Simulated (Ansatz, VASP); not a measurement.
**Two plane-wave programs on Sn**

```xyz
1
Lattice="-1.8947 1.8947 1.8947 1.8947 -1.8947 1.8947 1.8947 1.8947 -1.8947" Properties=species:S:1:pos:R:3 pbc="T T T"
Sn    0.0000    0.0000    0.0000
```

Alike in both runs: task single point; functional PBE; k mesh 2 × 2 × 2; occupations gaussian, width 0.1 eV; no spin polarisation.

|  | VASP | Ansatz |
| --- | --- | --- |
| version | VASP 6.6.1 | Ansatz 0.2.0 |
| potentials or method | VASP PAW PBE potentials, release 64 (Sn_d), cutoff 500 eV | scalar-relativistic, plane waves, PAW |
| valence electrons in the cell | 14 | 14 |

```tsv
	VASP	Ansatz	Ansatz less VASP
gap on the k mesh at the Fermi level (eV)	none	none	-
pressure (GPa)	-3.7	-3.6	+0.04
```

A gap of «none» marks a metal or a gap that the smearing closes.

The k mesh is coarse, so the values compare programs but aren't converged.
